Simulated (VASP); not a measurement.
# GaSb (I-4m2) in VASP: further runs

The runs below take GaSb through single point, with PBE.

All numbers are computed with VASP 6.6.1; they aren't measurements. Logs are shortened: lines on timing, memory, paths and dates and some standing lists are left out, and cuts for length are marked.

### 1 The cell of the first run

Symmetry: I-4m2, No. 119, tetragonal system. Conventional cell: a = 4.702 Å, b = 4.702 Å, c = 3.162 Å, α = 90.00°, β = 90.00°, γ = 90.00°. Within 3.4 Å of Ga (site symmetry -4m2) lie 8 Sb at 2.48 to 3.34 Å and 2 Ga at 3.16 Å. Within 3.4 Å of Sb (site symmetry -4m2) lie 8 Ga at 2.48 to 3.34 Å and 2 Sb at 3.16 Å.

### 2 Single point, PBE (strain -0.1500 x Voigt [1, 1, 0, 0, 0, 0])

INCAR

```
SYSTEM = GaSb
ALGO     = Normal         ! electronic algorithm
EDIFF    = 1E-6           ! SCF threshold, eV
ENCUT    = 520            ! plane-wave cutoff, eV
GGA      = PE             ! functional
ISIF     = 2              ! what is computed and relaxed
ISMEAR   = 0              ! smearing method
LASPH    = .TRUE.         ! aspherical terms in the spheres
LCHARG   = .FALSE.        ! write CHGCAR
LREAL    = .FALSE.        ! projectors in reciprocal space
LWAVE    = .FALSE.        ! write WAVECAR
NBANDS   = 16             ! bands
NELM     = 60             ! most SCF steps
PREC     = Accurate       ! precision mode
SIGMA    = 0.15           ! smearing width, eV
```

KPOINTS

```
k-points
0
G
  22 22 22
  0 0 0
```

POSCAR

```
GaSb
1.0
   -2.3508739150      2.3508739150      1.5810862690
    2.3508739150     -2.3508739150      1.5810862690
    2.3508739150      2.3508739150     -1.5810862690
Ga Sb
1 1
Direct
    0.2500000000      0.7500000000      0.5000000000
    0.0000000000      0.0000000000      0.0000000000
```

Potentials or basis: VASP PAW PBE potentials, release 64 (Ga_d, Sb).

The run is started by

```
> cat potpaw_PBE.64/Ga_d/POTCAR potpaw_PBE.64/Sb/POTCAR > POTCAR
> mpirun -np 1 vasp_std > vasp.out
```

OUTCAR:

```text
SYSTEM = GaSb
   EDIFF = 1E-6
   ENCUT = 520
   GGA = PE
   ISIF = 2
   ISMEAR = 0
   LASPH = .TRUE.
   LREAL = .FALSE.
   NELM = 60
   PREC = Accurate

 ion  position               nearest neighbor table
   1  0.250  0.750  0.500-   2 2.48   2 2.48   2 2.48   2 2.48   2 3.34   2 3.34   2 3.34   2 3.34

   2  0.000  0.000  0.000-   1 2.48   1 2.48   1 2.48   1 2.48   1 3.34   1 3.34   1 3.34   1 3.34

  LATTYP: Found a body centered tetragonal cell.
 ALAT       =     4.7017478300
 C/A-ratio  =     0.6725525597

  Lattice vectors:

 A1 = (  -2.3508739150,   2.3508739150,   1.5810862690)
 A2 = (   2.3508739150,  -2.3508739150,   1.5810862690)
 A3 = (   2.3508739150,   2.3508739150,  -1.5810862690)

Analysis of symmetry for initial positions (statically):
=====================================================================
 Subroutine PRICEL returns:
 Original cell was already a primitive cell.

 Routine SETGRP: Setting up the symmetry group for a
 body centered tetragonal supercell.

 Subroutine GETGRP returns: Found  8 space group operations
 (whereof  8 operations were pure point group operations)
 out of a pool of 16 trial point group operations.

The static configuration has the point symmetry D_2d.

Analysis of symmetry for dynamics (positions and initial velocities):
=====================================================================
 Subroutine PRICEL returns:
 Original cell was already a primitive cell.

 Routine SETGRP: Setting up the symmetry group for a
 body centered tetragonal supercell.

 Subroutine GETGRP returns: Found  8 space group operations
 (whereof  8 operations were pure point group operations)
 out of a pool of 16 trial point group operations.

The dynamic configuration has the point symmetry D_2d.

 Subroutine INISYM returns: Found  8 space group operations
 (whereof  8 operations are pure point group operations),
 and found     1 'primitive' translations

----------------------------------------------------------------------------------------

                                     Primitive cell

  volume of cell :      34.9522

  direct lattice vectors                    reciprocal lattice vectors
    -2.350873915  2.350873915  1.581086269     0.000000000  0.212686864  0.316238279
     2.350873915 -2.350873915  1.581086269     0.212686864  0.000000000  0.316238279
     2.350873915  2.350873915 -1.581086269     0.212686864  0.212686864  0.000000000

  length of vectors
     3.681446743  3.681446743  3.681446743     0.381106745  0.381106745  0.300784647

  position of ions in fractional coordinates (direct lattice)
     0.250000000  0.750000000  0.500000000
     0.000000000  0.000000000  0.000000000

  ion indices of the primitive-cell ions
   primitive index   ion index
                 1           1
                 2           2

----------------------------------------------------------------------------------------

 KPOINTS: k-points

Automatic generation of k-mesh.
 Grid dimensions read from file:
 generate k-points for:   22   22   22

 Generating k-lattice:

  Cartesian coordinates                     Fractional coordinates (reciprocal lattice)
     0.000000000  0.009667585  0.014374467     0.045454545  0.000000000 -0.000000000
     0.009667585  0.000000000  0.014374467     0.000000000  0.045454545 -0.000000000
     0.009667585  0.009667585  0.000000000     0.000000000  0.000000000  0.045454545

  Length of vectors
     0.017323034  0.017323034  0.013672029

  Shift w.r.t. Gamma in fractional coordinates (k-lattice)
     0.000000000  0.000000000  0.000000000

 Subroutine IBZKPT returns following result:
 ===========================================

 Found    834 irreducible k-points:

 Following reciprocal coordinates:
            Coordinates               Weight
  0.000000  0.000000  0.000000      1.000000
  0.045455  0.000000  0.000000      8.000000
  0.090909  0.000000  0.000000      8.000000
  0.136364 -0.000000  0.000000      8.000000
  0.181818 -0.000000  0.000000      8.000000
  0.227273 -0.000000  0.000000      8.000000
[... 16 lines left out ...]
  0.500000  0.045455  0.000000     16.000000
 -0.454545  0.045455 -0.000000     16.000000
 [... further k-points ...]
   k-points           NKPTS =    834   k-points in BZ     NKDIM =    834   number of bands    NBANDS=     16
   number of dos      NEDOS =    301   number of ions     NIONS =      2
   total plane-waves  NPLWV =  21952
   dimension x,y,z NGX =    28 NGY =   28 NGZ =   28
   dimension x,y,z NGXF=    56 NGYF=   56 NGZF=   56
   ions per type =               1   1
   NGX,Y,Z   is equivalent  to a cutoff of  12.64, 12.64, 12.64 a.u.
   NGXF,Y,Z  is equivalent  to a cutoff of  25.29, 25.29, 25.29 a.u.
 SYSTEM =  GaSb
   PREC   = accura    normal or accurate (medium, high low for compatibility)
   ISTART =      0    job   : 0-new  1-cont  2-samecut
   ICHARG =      2    charge: 1-file 2-atom 10-const
   ISPIN  =      1    spin polarized calculation?
   LNONCOLLINEAR =      F non collinear calculations
   LSORBIT =      F    spin-orbit coupling
   LASPH  =      T    aspherical Exc in radial PAW
   ENCUT  =  520.0 eV  38.22 Ry    6.18 a.u.   6.85  6.85  6.85*2*pi/ulx,y,z
   NELM   =     60;   NELMIN=  2; NELMDL= -5     # of ELM steps
   EDIFF  = 0.1E-05   stopping-criterion for ELM
   LREAL  =      F    real-space projection
   EDIFFG = 0.1E-04   stopping-criterion for IOM
   NSW    =      0    number of steps for IOM
   IBRION =     -1    ionic relax: 0-MD 1-quasi-New 2-CG
   NFREE  =      0    steps in history (QN), initial steepest desc. (CG)
   ISIF   =      2    stress and relaxation
   ISYM   =      2    0-nonsym 1-usesym 2-fastsym
   POTIM  = 0.5000    time-step for ionic-motion
   TEBEG  =    0.0;   TEEND  =   0.0 temperature during run
   PSTRESS=    0.0 pullay stress
   NELECT =      18.0000    total number of electrons
   NUPDOWN=      -1.0000    fix difference up-down
   EMIN   =  10.00;   EMAX   =-10.00  energy-range for DOS
   EFERMI =   0.00;   METHOD = LEGACY
   ISMEAR =     0;   SIGMA  =   0.15  broadening in eV -4-tet -1-fermi 0-gaus
   EFERMI_NEDOS =   21; number of points for ismear=-14 and -15
   IALGO  =     38    algorithm
   IMIX   =      4    mixing-type and parameters
     AMIX     =   0.40;   BMIX     =  1.00
     AMIX_MAG =   1.60;   BMIX_MAG =  1.00
  volume/ion in A,a.u.               =      17.48       117.93
  Fermi-wavevector in a.u.,A,eV,Ry     =   1.312223  2.479742 23.428263  1.721929
  Thomas-Fermi vector in A             =   2.442630
   LORBIT       =      0    0 simple, 1 ext, 2 COOP (PROOUT), +10 PAW based schemes
   GGA     = PE    functional components
   LHFCALC =     F    Hartree Fock is set to
   AEXX    =    0.0000 exact exchange contribution
   IVDW    =     0    specifies the selected vdW correction
   LEPSILON=     F    determine dielectric tensor
   LRPA    =     F    only Hartree local field effects (RPA)
 non-spin polarized calculation
 Gauss-broadening in eV      SIGMA  =   0.15
  energy-cutoff  :      520.00
  volume of cell :       34.95
 maximum number of plane-waves:       974
   NGX = 13   NGY = 13   NGZ = 13

 number of electron      18.0000006 magnetization

 Free energy of the ion-electron system (eV)
  ---------------------------------------------------
  ext. energy  EPLUGINS =         0.00000000
  ---------------------------------------------------
  free energy    TOTEN  =        -5.48183690 eV

  energy without entropy =       -5.47475570  energy(sigma->0) =       -5.47829630

 E-fermi :  10.7992     XC(G=0): -11.7602

 val. band max:       10.7975608153   @ k =  -0.4091   0.5000   0.2727
 cond. band min:      10.8030719439   @ k =  -0.3636   0.5000   0.0455
 fundamental gap:      0.0055111286
 Fermi energy:        10.7992063879

 k-point     1 :       0.0000    0.0000    0.0000
  band No.  band energies     occupation
      1      -4.9251      2.00000
      2      -4.8089      2.00000
      3      -4.8057      2.00000
      4      -4.7466      2.00000
      5      -4.7466      2.00000
      6      -3.9173      2.00000
[... 8 lines left out ...]
     15      20.7763      0.00000
     16      20.7764      0.00000

 k-point     2 :       0.0455    0.0000    0.0000
  band No.  band energies     occupation
      1      -4.9200      2.00000
      2      -4.8102      2.00000
      3      -4.8048      2.00000
      4      -4.7477      2.00000
      5      -4.7476      2.00000
      6      -3.8735      2.00000
[... 8 lines left out ...]
     15      21.0231      0.00000
     16      21.3569      0.00000

 k-point     3 :       0.0909    0.0000    0.0000
  band No.  band energies     occupation
      1      -4.9066      2.00000
      2      -4.8136      2.00000
      3      -4.8024      2.00000
      4      -4.7508      2.00000
      5      -4.7501      2.00000
      6      -3.7409      2.00000
[... 8 lines left out ...]
     15      21.4163      0.00000
     16      22.1776      0.00000

 k-point     4 :       0.1364   -0.0000    0.0000
  band No.  band energies     occupation
      1      -4.8907      2.00000
      2      -4.8174      2.00000
      3      -4.7998      2.00000
      4      -4.7546      2.00000
      5      -4.7530      2.00000
      6      -3.5168      2.00000
[... 8 lines left out ...]
     15      21.2829      0.00000
     16      22.6322      0.00000
[... 324 lines left out ...]
 k-point    22 :       0.4545    0.0455    0.0000
  band No.  band energies     occupation
      1      -4.9368      2.00000
      2      -4.8400      2.00000
      3      -4.8110      2.00000
      4      -4.7226      2.00000
      5      -4.6790      2.00000
      6       0.6896      2.00000
[... 8 lines left out ...]
     15      22.9889      0.00000
     16      24.3687      0.00000

 k-point    23 :       0.5000    0.0455    0.0000
  band No.  band energies     occupation
      1      -4.9372      2.00000
      2      -4.8390      2.00000
      3      -4.8099      2.00000
      4      -4.7224      2.00000
      5      -4.6806      2.00000
      6       0.5496      2.00000
[... 8 lines left out ...]
     15      23.1217      0.00000
     16      24.3005      0.00000

 k-point    24 :      -0.4545    0.0455   -0.0000
  band No.  band energies     occupation
      1      -4.9331      2.00000
      2      -4.8351      2.00000
      3      -4.8079      2.00000
      4      -4.7250      2.00000
      5      -4.6882      2.00000
      6      -0.0842      2.00000
[... 8 lines left out ...]
     15      22.1380      0.00000
     16      25.1713      0.00000

 [... further k-points ...]

------------------------ aborting loop because EDIFF is reached ----------------------------------------

  FORCE on cell =-STRESS in cart. coord.  units (eV):
  Direction    XX          YY          ZZ          XY          YZ          ZX
  --------------------------------------------------------------------------------------
  -------------------------------------------------------------------------------------
  Total       11.1157540     11.1157540      5.4132670      0.0000000      0.0000000      0.0000000
  in kB      509.5364742    509.5364742    248.1394383      0.0000000      0.0000000      0.0000000
  external PRESSURE =     422.4041289 kB  Pullay stress =       0.0000000 kB

 VOLUME and BASIS-vectors are now :
 -----------------------------------------------------------------------------
  energy-cutoff  :      520.00
  volume of cell :       34.95
      direct lattice vectors                 reciprocal lattice vectors
    -2.350873915  2.350873915  1.581086269     0.000000000  0.212686864  0.316238279
     2.350873915 -2.350873915  1.581086269     0.212686864  0.000000000  0.316238279
     2.350873915  2.350873915 -1.581086269     0.212686864  0.212686864  0.000000000

 POSITION                                       TOTAL-FORCE (eV/Angst)
 -----------------------------------------------------------------------------------
      2.35087      0.00000      0.79054        -0.000000      0.000000      0.000000
      0.00000      0.00000      0.00000         0.000000     -0.000000     -0.000000
 -----------------------------------------------------------------------------------
    total drift:                                0.000000     -0.000000     -0.000000

  FREE ENERGIE OF THE ION-ELECTRON SYSTEM (eV)
  ---------------------------------------------------
  free  energy   TOTEN  =        -5.4818369032 eV

  energy  without entropy=       -5.4747557022  energy(sigma->0) =       -5.47829630
```

Wall time 5.6 min (1 thread of Intel Xeon Platinum 8124M at 3.00GHz (Skylake/Cascade Lake), shared host); peak memory 0.57 GiB.

What came out:

- Free energy: -5.4818 eV
- Pressure: 42.2 GPa
- Band gap on the k mesh: zero (bands 9 and 10 overlap by 7.34 eV)

Caveat: the cell differs from its parent crystal (strain -0.1500 x Voigt [1, 1, 0, 0, 0, 0]); the cell stands under pressure; spin-orbit coupling is left out, which moves the levels of the heavy elements.

### 3 Single point, PBE (strain -0.0750 x Voigt [1, 1, 0, 0, 0, 0])

INCAR

```
SYSTEM = GaSb
PREC = Accurate
ENCUT = 520
EDIFF = 1E-6
ISMEAR = 0
SIGMA = 0.15
LREAL = .FALSE.
LASPH = .TRUE.
NELM = 60
ALGO = Normal
ISIF = 2
LWAVE = .FALSE.
LCHARG = .FALSE.
GGA = PE
NBANDS = 16
```

KPOINTS

```
regular mesh
0
G
  22 22 22
  0 0 0
```

POSCAR

```
GaSb
1.0
   -2.5583039664      2.5583039664      1.5810862690
    2.5583039664     -2.5583039664      1.5810862690
    2.5583039664      2.5583039664     -1.5810862690
Ga Sb
1 1
Direct
    0.2500000000      0.7500000000      0.5000000000
    0.0000000000      0.0000000000      0.0000000000
```

Potentials or basis: VASP PAW PBE potentials, release 64 (Ga_d, Sb).

The run is started by

```
> cat potpaw_PBE.64/Ga_d/POTCAR potpaw_PBE.64/Sb/POTCAR > POTCAR
> mpirun -np 1 vasp_std > vasp.out
```

Wall time 6.5 min (1 thread of Intel Xeon Platinum 8124M at 3.00GHz (Skylake/Cascade Lake), shared host); peak memory 0.66 GiB.

It converged, with:

* Free energy: -6.7064 eV
* Pressure: 12.8 GPa
* Band gap on the k mesh: zero (bands 9 and 10 overlap by 6.14 eV)

Stress tensor (GPa, compression positive):
```
15.42  0.00  0.00
 0.00 15.42  0.00
 0.00  0.00  7.54
```

Levels at points of the mesh, in eV from the Fermi level:
```tsv
k point	band 5	band 6	band 7	band 8	band 9	band 10	band 11	band 12	band 13	band 14
(0.00, 0.00, 0.00)	-15.11	-13.19	-1.99	-1.99	-1.70	3.40	4.98	7.31	8.10	8.10
(0.50, 0.00, 0.00)	-15.07	-9.07	-6.64	-2.38	-2.14	-1.28	2.05	3.84	5.99	9.11
(0.50, 0.50, 0.00)	-15.09	-11.18	-9.03	0.35	1.81	3.20	3.22	4.43	5.94	7.91
(0.50, 0.50, 0.50)	-15.09	-9.35	-6.17	-5.89	-5.89	2.60	3.91	12.58	12.58	13.63
```

Caveat: the cell differs from its parent crystal (strain -0.0750 x Voigt [1, 1, 0, 0, 0, 0]); the cell stands under pressure; spin-orbit coupling is left out, which moves the levels of the heavy elements.

### 4 Single point, PBE (strain +0.0375 x Voigt [1, 1, 0, 0, 0, 0])

INCAR

```
SYSTEM = GaSb
PREC     = Accurate       ! precision mode
ENCUT    = 520            ! plane-wave cutoff, eV
EDIFF    = 1E-6           ! SCF threshold, eV
ISMEAR   = 0              ! smearing method
SIGMA    = 0.15           ! smearing width, eV
LREAL    = .FALSE.        ! projectors in reciprocal space
LASPH    = .TRUE.         ! aspherical terms in the spheres
NELM     = 100            ! most SCF steps
ALGO     = Normal         ! electronic algorithm
ISIF     = 2              ! what is computed and relaxed
LWAVE    = .FALSE.        ! write WAVECAR
LCHARG   = .FALSE.        ! write CHGCAR
GGA      = PE             ! functional
NBANDS   = 16             ! bands
```

KPOINTS is that of step 3.

POSCAR

```
GaSb
1.0
   -2.8694490434      2.8694490434      1.5810862690
    2.8694490434     -2.8694490434      1.5810862690
    2.8694490434      2.8694490434     -1.5810862690
Ga Sb
1 1
Direct
    0.2500000000      0.7500000000      0.5000000000
    0.0000000000      0.0000000000      0.0000000000
```

The run is started by

```
> cat potpaw_PBE.64/Ga_d/POTCAR potpaw_PBE.64/Sb/POTCAR > POTCAR
> mpirun -np 1 vasp_std > vasp.out
```

Run time: 6 min. Hardware: 1 thread of Intel Xeon Platinum 8124M at 3.00GHz (Skylake/Cascade Lake), shared host; peak memory 0.77 GiB.

Results (log left out):

- Free energy: -6.9501 eV
- Pressure: -3.2 GPa
- Band gap on the k mesh: zero (bands 9 and 10 overlap by 4.29 eV)

Stress tensor (GPa, compression positive):
```
-3.70  0.00  0.00
 0.00 -3.70  0.00
 0.00  0.00 -2.33
```

Levels at points of the mesh, in eV from the Fermi level:
```tsv
k point	band 7	band 8	band 9	band 10	band 11	band 12
(0.00, 0.00, 0.00)	-3.58	-1.85	-1.85	3.41	5.16	6.42
(0.50, 0.00, 0.00)	-5.16	-2.52	-1.15	-1.10	2.57	2.97
(0.50, 0.50, 0.00)	-7.62	-0.22	1.53	1.68	1.92	4.77
(0.50, 0.50, 0.50)	-5.88	-4.55	-4.55	3.96	5.57	9.10
```

Caveat: the cell differs from its parent crystal (strain +0.0375 x Voigt [1, 1, 0, 0, 0, 0]); the cell stands under tension; spin-orbit coupling is left out, which moves the levels of the heavy elements.

### 5 Overview

| cell | gap on the mesh (eV) | pressure (GPa) |
| --- | --- | --- |
| a = 3.681 Å, angles 100.6, 100.6, 129.1°, 2 atoms | none | 42.2 |
| a = 3.948 Å, angles 99.2, 99.2, 132.8°, 2 atoms | none | 12.8 |
| a = 4.355 Å, angles 97.6, 97.6, 137.4°, 2 atoms | none | -3.2 |

Alike in all rows: task single point; level PBE; potentials or basis VASP PAW PBE potentials, release 64 (Ga_d, Sb); no spin polarisation; k mesh 22 × 22 × 22; cutoff (eV) 520; smearing gaussian 0.15 eV.

Caveats: spin-orbit coupling is left out, which moves the levels of the heavy elements; the cell stands under pressure (at least some runs); the cell stands under tension (at least some runs).

Total energies depend on the potentials used, so only differences within one code and one set of settings carry meaning.
